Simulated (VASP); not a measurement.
# BaMo2 (F-43m) in VASP: a series of runs

BaMo2 is run at these levels: PBE; tasks: single point, relaxation of cell and atoms.

Program: VASP 6.6.1. These are calculated values, not measurements. Logs are shortened: lines on timing, memory, paths and dates and some standing lists are left out, and cuts for length are marked.

## (1) The cell of the first run

The structure is cubic, space group F-43m (No. 216). The conventional cell has a = 6.587 Å, b = 6.587 Å, c = 6.587 Å, α = 90.00°, β = 90.00°, γ = 90.00°. Within 3.8 Å of Ba (site symmetry -43m) lie 10 Mo at 2.85 to 3.29 Å. Within 3.8 Å of Mo (site symmetry -43m) lie 4 Ba at 2.85 Å and 4 Mo at 2.85 Å. Mo (site symmetry -43m) has 4 Mo at 2.85 Å and 6 Ba at 3.29 Å within 3.8 Å.

## (2) Single point, PBE

File INCAR:

```
  PREC = Accurate
  ENCUT = 520
  EDIFF = 1E-7
  ISMEAR = 0
  SIGMA = 0.1
  LREAL = False
  LASPH = True
  NELM = 100
  ALGO = Normal
  ISIF = 2
  LWAVE = False
  LCHARG = False
  GGA = PE
  NBANDS = 26
```

File KPOINTS:

```
regular mesh
0
Gamma
  12 12 12
```

File POSCAR:

```
BaMo2
1.0
    0.0000000000      3.2937106460      3.2937106460
    3.2937106460      0.0000000000      3.2937106460
    3.2937106460      3.2937106460      0.0000000000
Ba Mo
1 2
Direct
    0.7500000000      0.7500000000      0.7500000000
    0.5000000000      0.5000000000      0.5000000000
    0.2500000000      0.2500000000      0.2500000000
```

Potentials or basis: VASP PAW PBE potentials, release 64 (Ba_sv, Mo_sv).

On the command line:

```console
$ cat potpaw_PBE.64/Ba_sv/POTCAR potpaw_PBE.64/Mo_sv/POTCAR > POTCAR
$ mpirun -np 1 vasp_std > vasp.out
```

OUTCAR:

```text
PREC = Accurate
   ENCUT = 520
   EDIFF = 1E-7
   ISMEAR = 0
   LREAL = False
   LASPH = True
   NELM = 100
   ISIF = 2
   GGA = PE

 ion  position               nearest neighbor table
   1  0.750  0.750  0.750-   2 2.85   2 2.85   2 2.85   2 2.85   3 3.29   3 3.29   3 3.29   3 3.29
                             3 3.29   3 3.29
   2  0.500  0.500  0.500-   3 2.85   3 2.85   3 2.85   1 2.85   3 2.85   1 2.85   1 2.85   1 2.85

   3  0.250  0.250  0.250-   2 2.85   2 2.85   2 2.85   2 2.85   1 3.29   1 3.29   1 3.29   1 3.29
                             1 3.29   1 3.29

  LATTYP: Found a face centered cubic cell.
 ALAT       =     6.5874212920

  Lattice vectors:

 A1 = (   0.0000000000,   3.2937106460,   3.2937106460)
 A2 = (   3.2937106460,   0.0000000000,   3.2937106460)
 A3 = (   3.2937106460,   3.2937106460,   0.0000000000)

Analysis of symmetry for initial positions (statically):
=====================================================================
 Subroutine PRICEL returns:
 Original cell was already a primitive cell.

 Routine SETGRP: Setting up the symmetry group for a
 face centered cubic supercell.

 Subroutine GETGRP returns: Found 24 space group operations
 (whereof 24 operations were pure point group operations)
 out of a pool of 48 trial point group operations.

The static configuration has the point symmetry T_d .

Analysis of symmetry for dynamics (positions and initial velocities):
=====================================================================
 Subroutine PRICEL returns:
 Original cell was already a primitive cell.

 Routine SETGRP: Setting up the symmetry group for a
 face centered cubic supercell.

 Subroutine GETGRP returns: Found 24 space group operations
 (whereof 24 operations were pure point group operations)
 out of a pool of 48 trial point group operations.

The dynamic configuration has the point symmetry T_d .

 Subroutine INISYM returns: Found 24 space group operations
 (whereof 24 operations are pure point group operations),
 and found     1 'primitive' translations

----------------------------------------------------------------------------------------

                                     Primitive cell

  volume of cell :      71.4638

  direct lattice vectors                    reciprocal lattice vectors
     0.000000000  3.293710646  3.293710646    -0.151804470  0.151804470  0.151804470
     3.293710646  0.000000000  3.293710646     0.151804470 -0.151804470  0.151804470
     3.293710646  3.293710646  0.000000000     0.151804470  0.151804470 -0.151804470

  length of vectors
     4.658010266  4.658010266  4.658010266     0.262933055  0.262933055  0.262933055

  position of ions in fractional coordinates (direct lattice)
     0.750000000  0.750000000  0.750000000
     0.500000000  0.500000000  0.500000000
     0.250000000  0.250000000  0.250000000

  ion indices of the primitive-cell ions
   primitive index   ion index
                 1           1
                 2           2
                 3           3

----------------------------------------------------------------------------------------

 KPOINTS: regular mesh

Automatic generation of k-mesh.
 Grid dimensions read from file:
 generate k-points for:   12   12   12

 Generating k-lattice:

  Cartesian coordinates                     Fractional coordinates (reciprocal lattice)
    -0.012650373  0.012650373  0.012650373     0.083333333  0.000000000  0.000000000
     0.012650373 -0.012650373  0.012650373     0.000000000  0.083333333  0.000000000
     0.012650373  0.012650373 -0.012650373     0.000000000  0.000000000  0.083333333

  Length of vectors
     0.021911088  0.021911088  0.021911088

  Shift w.r.t. Gamma in fractional coordinates (k-lattice)
     0.000000000  0.000000000  0.000000000

 Subroutine IBZKPT returns following result:
 ===========================================

 Found     72 irreducible k-points:

 Following reciprocal coordinates:
            Coordinates               Weight
  0.000000  0.000000  0.000000      1.000000
  0.083333  0.000000  0.000000      8.000000
  0.166667  0.000000  0.000000      8.000000
  0.250000  0.000000  0.000000      8.000000
  0.333333  0.000000  0.000000      8.000000
  0.416667  0.000000  0.000000      8.000000
[... 16 lines left out ...]
  0.500000  0.166667  0.000000     24.000000
 -0.416667  0.166667  0.000000     24.000000
 [... further k-points ...]
   k-points           NKPTS =     72   k-points in BZ     NKDIM =     72   number of bands    NBANDS=     26
   number of dos      NEDOS =    301   number of ions     NIONS =      3
   total plane-waves  NPLWV =  46656
   dimension x,y,z NGX =    36 NGY =   36 NGZ =   36
   dimension x,y,z NGXF=    72 NGYF=   72 NGZF=   72
   ions per type =               1   2
   NGX,Y,Z   is equivalent  to a cutoff of  12.85, 12.85, 12.85 a.u.
   NGXF,Y,Z  is equivalent  to a cutoff of  25.70, 25.70, 25.70 a.u.
 SYSTEM =  unknown system
   PREC   = accura    normal or accurate (medium, high low for compatibility)
   ISTART =      0    job   : 0-new  1-cont  2-samecut
   ICHARG =      2    charge: 1-file 2-atom 10-const
   ISPIN  =      1    spin polarized calculation?
   LNONCOLLINEAR =      F non collinear calculations
   LSORBIT =      F    spin-orbit coupling
   LASPH  =      T    aspherical Exc in radial PAW
   ENCUT  =  520.0 eV  38.22 Ry    6.18 a.u.   8.66  8.66  8.66*2*pi/ulx,y,z
   NELM   =    100;   NELMIN=  2; NELMDL= -5     # of ELM steps
   EDIFF  = 0.1E-06   stopping-criterion for ELM
   LREAL  =      F    real-space projection
   EDIFFG = 0.1E-05   stopping-criterion for IOM
   NSW    =      0    number of steps for IOM
   IBRION =     -1    ionic relax: 0-MD 1-quasi-New 2-CG
   NFREE  =      0    steps in history (QN), initial steepest desc. (CG)
   ISIF   =      2    stress and relaxation
   ISYM   =      2    0-nonsym 1-usesym 2-fastsym
   POTIM  = 0.5000    time-step for ionic-motion
   TEBEG  =    0.0;   TEEND  =   0.0 temperature during run
   PSTRESS=    0.0 pullay stress
   NELECT =      38.0000    total number of electrons
   NUPDOWN=      -1.0000    fix difference up-down
   EMIN   =  10.00;   EMAX   =-10.00  energy-range for DOS
   EFERMI =   0.00;   METHOD = LEGACY
   ISMEAR =     0;   SIGMA  =   0.10  broadening in eV -4-tet -1-fermi 0-gaus
   EFERMI_NEDOS =   21; number of points for ismear=-14 and -15
   IALGO  =     38    algorithm
   IMIX   =      4    mixing-type and parameters
     AMIX     =   0.40;   BMIX     =  1.00
     AMIX_MAG =   1.60;   BMIX_MAG =  1.00
  volume/ion in A,a.u.               =      23.82       160.75
  Fermi-wavevector in a.u.,A,eV,Ry     =   1.326296  2.506337 23.933493  1.759062
  Thomas-Fermi vector in A             =   2.455694
   LORBIT       =      0    0 simple, 1 ext, 2 COOP (PROOUT), +10 PAW based schemes
   GGA     = PE    functional components
   LHFCALC =     F    Hartree Fock is set to
   AEXX    =    0.0000 exact exchange contribution
   IVDW    =     0    specifies the selected vdW correction
   LEPSILON=     F    determine dielectric tensor
   LRPA    =     F    only Hartree local field effects (RPA)
 non-spin polarized calculation
 Gauss-broadening in eV      SIGMA  =   0.10
  energy-cutoff  :      520.00
  volume of cell :       71.46
 maximum number of plane-waves:      1964
   NGX = 17   NGY = 17   NGZ = 17

 number of electron      38.0000000 magnetization

 Free energy of the ion-electron system (eV)
  ---------------------------------------------------
  ext. energy  EPLUGINS =         0.00000000
  ---------------------------------------------------
  free energy    TOTEN  =       -19.05305295 eV

  energy without entropy =      -19.04059281  energy(sigma->0) =      -19.04682288

 E-fermi :   6.5364     XC(G=0): -10.9585

 val. band max:        6.5359543845   @ k =  -0.3333   0.2500   0.0000
 cond. band min:       6.5381395930   @ k =  -0.1667   0.0833   0.0000
 fundamental gap:      0.0021852085
 Fermi energy:         6.5364423358

 k-point     1 :       0.0000    0.0000    0.0000
  band No.  band energies     occupation
      1     -54.0343      2.00000
      2     -53.8761      2.00000
      3     -28.2489      2.00000
      4     -28.2489      2.00000
      5     -28.2489      2.00000
      6     -27.9237      2.00000
[... 18 lines left out ...]
     25      11.5822      0.00000
     26      11.5822      0.00000

 k-point     2 :       0.0833    0.0000    0.0000
  band No.  band energies     occupation
      1     -54.0328      2.00000
      2     -53.8776      2.00000
      3     -28.2517      2.00000
      4     -28.2517      2.00000
      5     -28.2489      2.00000
      6     -27.9252      2.00000
[... 18 lines left out ...]
     25      11.4189      0.00000
     26      11.4189      0.00000

 k-point     3 :       0.1667    0.0000    0.0000
  band No.  band energies     occupation
      1     -54.0286      2.00000
      2     -53.8818      2.00000
      3     -28.2591      2.00000
      4     -28.2591      2.00000
      5     -28.2496      2.00000
      6     -27.9289      2.00000
[... 18 lines left out ...]
     25      11.0151      0.00000
     26      11.0151      0.00000

 k-point     4 :       0.2500    0.0000    0.0000
  band No.  band energies     occupation
      1     -54.0224      2.00000
      2     -53.8879      2.00000
      3     -28.2687      2.00000
      4     -28.2687      2.00000
      5     -28.2517      2.00000
      6     -27.9327      2.00000
[... 18 lines left out ...]
     25      10.5733      0.00000
     26      10.5733      0.00000
[... 496 lines left out ...]
      1     -54.0094      2.00000
      2     -53.9009      2.00000
      3     -28.3098      2.00000
      4     -28.2955      2.00000
      5     -28.2065      2.00000
      6     -27.9775      2.00000
[... 18 lines left out ...]
     25       9.9912      0.00000
     26      10.0712      0.00000

 k-point    23 :       0.5000    0.1667    0.0000
  band No.  band energies     occupation
      1     -54.0051      2.00000
      2     -53.9052      2.00000
      3     -28.3201      2.00000
      4     -28.2970      2.00000
      5     -28.2042      2.00000
      6     -27.9789      2.00000
[... 18 lines left out ...]
     25       9.9128      0.00000
     26      10.0364      0.00000

 k-point    24 :      -0.4167    0.1667    0.0000
  band No.  band energies     occupation
      1     -54.0045      2.00000
      2     -53.9058      2.00000
      3     -28.3239      2.00000
      4     -28.2939      2.00000
      5     -28.2058      2.00000
      6     -27.9764      2.00000
[... 18 lines left out ...]
     25       9.7862      0.00000
     26       9.8933      0.00000

 [... further k-points ...]
[... 5 lines left out ...]
  --------------------------------------------------------------------------------------
  -------------------------------------------------------------------------------------
  Total        1.0967782      1.0967782      1.0967782      0.0000000      0.0000000     -0.0000000
  in kB       24.5891234     24.5891234     24.5891234      0.0000000      0.0000000     -0.0000000
  external PRESSURE =      24.5891234 kB  Pullay stress =       0.0000000 kB

 VOLUME and BASIS-vectors are now :
 -----------------------------------------------------------------------------
  energy-cutoff  :      520.00
  volume of cell :       71.46
      direct lattice vectors                 reciprocal lattice vectors
     0.000000000  3.293710646  3.293710646    -0.151804470  0.151804470  0.151804470
     3.293710646  0.000000000  3.293710646     0.151804470 -0.151804470  0.151804470
     3.293710646  3.293710646  0.000000000     0.151804470  0.151804470 -0.151804470

 POSITION                                       TOTAL-FORCE (eV/Angst)
 -----------------------------------------------------------------------------------
      4.94057      4.94057      4.94057        -0.000000      0.000000      0.000000
      3.29371      3.29371      3.29371        -0.000000     -0.000000     -0.000000
      1.64686      1.64686      1.64686         0.000000      0.000000      0.000000
 -----------------------------------------------------------------------------------
    total drift:                               -0.000000     -0.000000     -0.000000

  FREE ENERGIE OF THE ION-ELECTRON SYSTEM (eV)
  ---------------------------------------------------
  free  energy   TOTEN  =       -19.0530529471 eV

  energy  without entropy=      -19.0405928128  energy(sigma->0) =      -19.04682288
```

Wall time 93 s (1 thread of Intel Xeon Platinum 8488C (Sapphire Rapids), shared host); peak memory 0.28 GiB.

Results:

* Free energy: -19.0531 eV
* Pressure: 2.5 GPa
* Band gap on the k mesh: zero (band 19 reaches 6.83 eV, above the bottom of band 20 at 6.28 eV)

Caveat: spin-orbit coupling is left out, which moves the levels of the heavy elements.

(Continued in part 2 of 3.)
